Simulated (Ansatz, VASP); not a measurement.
One calculation of Ti, two programs

```
CELL_PARAMETERS angstrom
0.00000 2.03000 2.03000
2.03000 0.00000 2.03000
2.03000 2.03000 0.00000
ATOMIC_POSITIONS crystal
Ti 0.00000 0.00000 0.00000
```

Alike in both runs: task single point; functional BLYP; k mesh 6 × 6 × 6; occupations tetrahedron; no spin polarisation.

|  | VASP | Ansatz |
| --- | --- | --- |
| version | VASP 6.6.1 | Ansatz 0.2.0 |
| potentials or method | VASP PAW PBE potentials, release 64 (Ti_sv), cutoff 520 eV | scalar-relativistic, plane waves, PAW |
| valence electrons in the cell | 12 | 12 |

```tsv
	VASP	Ansatz	Ansatz less VASP
gap on the k mesh at the Fermi level (eV)	none	none	-
pressure (GPa)	7.2	7.2	+0.04
```

VASP's potentials were made for PBE, not for BLYP. A gap of «none» marks a metal or a gap that the smearing closes. With one functional, cell and mesh, what is left measures potentials, basis and numerics. Ansatz's warnings: band table not solved further, tetrahedron derivatives may miss energy slope.

The k mesh is coarse, so the values compare programs but aren't converged.
